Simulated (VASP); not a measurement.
CsCl, 2 atoms in the cell. The structure is cubic, space group Pm-3m (No. 221). Conventional cell: a = 4.140 Å, b = 4.140 Å, c = 4.140 Å, α = 90.00°, β = 90.00°, γ = 90.00°. Within 4.7 Å of Cs (site symmetry m-3m) lie 8 Cl at 3.59 Å and 6 Cs at 4.14 Å. Cl (site symmetry m-3m) has 8 Cs at 3.59 Å and 6 Cl at 4.14 Å within 4.7 Å. 

* Program: VASP 6.6.1
* Task: single point
* Functional: r2SCAN
* Potentials or basis: VASP PAW PBE potentials, release 64 (Cs_sv, Cl)
* Cutoff: 550 eV
* k mesh: 8 × 8 × 8
* Occupations: fermi-dirac, width 0.02 eV
* Spin: no spin polarisation
* Dipole correction: no
* Further INCAR settings: ALGO = Normal; EDIFF = 1e-06; NBANDS = 15

Potentials or basis: VASP PAW PBE potentials, release 64 (Cs_sv, Cl).

Command:

```sh
$ cat potpaw_PBE.64/Cs_sv/POTCAR potpaw_PBE.64/Cl/POTCAR > POTCAR
$ cp INCAR.step1 INCAR
$ mpirun -np 1 vasp_std > vasp.out
$ cp INCAR.step2 INCAR
$ mpirun -np 1 vasp_std > vasp.out
```

Hardware: 1 thread of Intel(R) Xeon(R) 6975P-C (Granite Rapids), with other jobs on the host.

Task: How long does it take, and how much memory?

Result: It took 39 s on 1 thread of Intel(R) Xeon(R) 6975P-C (Granite Rapids), with other jobs on the host, peak memory 0.2 GiB. Counts: k points 35.
